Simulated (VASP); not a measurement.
CrO2: single point with PBE

The system is CrO2.

```
Cr O
1.0
     1.48997    0.86023    4.78995
    -1.48997    0.86023    4.78995
     0.00000   -1.72047    4.78995
Cr O
1 2
Direct
  0.50000 0.50000 0.50000
  0.76908 0.76908 0.76908
  0.23092 0.23092 0.23092
```

- Program: VASP 6.6.1
- Task: single point
- Functional: PBE
- Potentials or basis: VASP PAW PBE potentials, release 64 (Cr_pv, O)
- Cutoff: 520 eV
- k mesh: 6 × 6 × 6
- Occupations: gaussian, width 0.1 eV
- Spin: collinear spin, ferromagnetic start
- Starting moments: [-3.0, 0.0, 0.0] μB
- Dipole correction: no
- Further INCAR settings: ALGO = Normal; EDIFF = 1e-07; NBANDS = 23

```yaml
Pressure: -7.5 GPa
Largest_force: 0.232 eV/Å
Band_gap_on_the_k_mesh: zero (filled and empty bands overlap)
Net_moment: -2.00 μB per cell
Site_moments: Cr -2.14; O +0.09 μB
Valence_electrons_inside_the_program's_atomic_spheres: Cr 10.72; O 4.98
```

Forces on the atoms (eV/Å):
```
Cr   0.000  0.000  0.000
O    0.000  0.000  0.232
O    0.000  0.000 -0.232
```

Stress tensor (GPa, compression positive):
```
-10.48   0.00   0.00
  0.00 -10.48   0.00
  0.00   0.00  -1.46
```

Levels at points of the mesh, in eV from the Fermi level:
Spin up:
```csv
k point,band 7,band 8,band 9,band 10,band 11,band 12,band 13,band 14,band 15,band 16
"(0.00, 0.00, 0.00)",-5.04,-5.04,-1.63,-1.63,-1.47,1.17,1.17,2.62,4.46,4.46
"(0.50, 0.00, 0.00)",-4.21,-4.14,-3.17,-2.95,-2.16,1.46,1.89,2.00,3.65,4.25
"(0.50, 0.50, 0.00)",-4.42,-4.10,-3.02,-2.75,-1.95,1.33,1.90,2.00,3.71,4.29
"(0.50, 0.50, 0.50)",-5.03,-4.54,-2.43,-1.66,-1.66,1.17,1.17,2.58,4.47,4.47
```
Spin down:
| k point | band 11 | band 12 | band 13 | band 14 | band 15 | band 16 |
| --- | --- | --- | --- | --- | --- | --- |
| (0.00, 0.00, 0.00) | -1.29 | -1.29 | -1.28 | 0.64 | 3.52 | 3.52 |
| (0.50, 0.00, 0.00) | -2.02 | -0.74 | -0.71 | -0.12 | 2.57 | 3.28 |
| (0.50, 0.50, 0.00) | -1.80 | -0.81 | -0.71 | -0.20 | 2.69 | 3.33 |
| (0.50, 0.50, 0.50) | -1.54 | -1.29 | -1.29 | 0.71 | 3.53 | 3.53 |

Run time: 2.9 min on 1 thread of Intel(R) Xeon(R) Platinum 8259CL CPU @ 2.50GHz (Skylake/Cascade Lake) (shared host), peak memory 0.3 GiB.

Caveat: the k points lie up to 0.41 Å⁻¹ apart; a cell with one magnetic atom can't hold antiferromagnetic order, which such compounds often take; semilocal functionals often make such compounds metallic where correlation or magnetic order opens a gap, which also shifts bond lengths. With open d or f shells a metallic result of PBE can be an artefact of self-interaction; +U or a hybrid may open a gap.
